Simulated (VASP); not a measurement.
Set up this calculation in VASP 6.6.1, as the native input.

| Item | Value |
| --- | --- |
| Task | single point |
| Functional | pbe exchange, lda correlation |
| Potentials or basis | VASP PAW PBE potentials, release 64 (W_sv, S) |
| Cutoff | 500 eV |
| k mesh | 10 × 10 × 10 |
| Occupations | gaussian, width 0.025 eV |
| Spin | no spin polarisation |
| Dipole correction | no |
| Further INCAR settings | ALGO = Normal; EDIFF = 1e-06; NBANDS = 20 |

The structure of WS2 lies in POSCAR:

```
WS2
1.0
    1.5894572584      0.9176735760      6.2041512999
   -1.5894572584      0.9176735760      6.2041512999
    0.0000000000     -1.8353471520      6.2041512999
W S
1 2
Direct
    0.0000000000      0.0000000000      0.0000000000
    0.5810000000      0.5810000000      0.5810000000
    0.7503000000      0.7503000000      0.7503000000
```

These files were run (other wordings do the same):

INCAR

```
PREC = Accurate
ENCUT = 500
EDIFF = 1E-6
ISMEAR = 0
SIGMA = 0.025
LREAL = False
LASPH = True
NELM = 120
ALGO = Normal
ISIF = 2
LWAVE = False
LCHARG = False
GGA = LIBXC
LIBXC1 = GGA_X_PBE
LIBXC2 = LDA_C_PW
NBANDS = 20
GGA_COMPAT = False
```

KPOINTS

```
Automatic mesh
0
Gamma
  10 10 10
```

Potentials or basis: VASP PAW PBE potentials, release 64 (W_sv, S).

Run with:

```bash
$ cat potpaw_PBE.64/W_sv/POTCAR potpaw_PBE.64/S/POTCAR > POTCAR
$ mpirun -np 1 vasp_std > vasp.out
```

It gave:

The pressure is 10.9 GPa and the largest force is 0.582 eV/Å. The band gap on the k mesh is 1.16 eV (least direct gap 2.16 eV).

Caveat: the cell stands under pressure; the PAW data sets were made with another functional, which shifts forces and pressure a little; spin-orbit coupling is left out, which moves the levels of the heavy elements.

Run time: 3.7 min on 1 thread of AMD EPYC 9R45 (Zen 5), with other jobs on the host, peak memory 0.34 GiB.
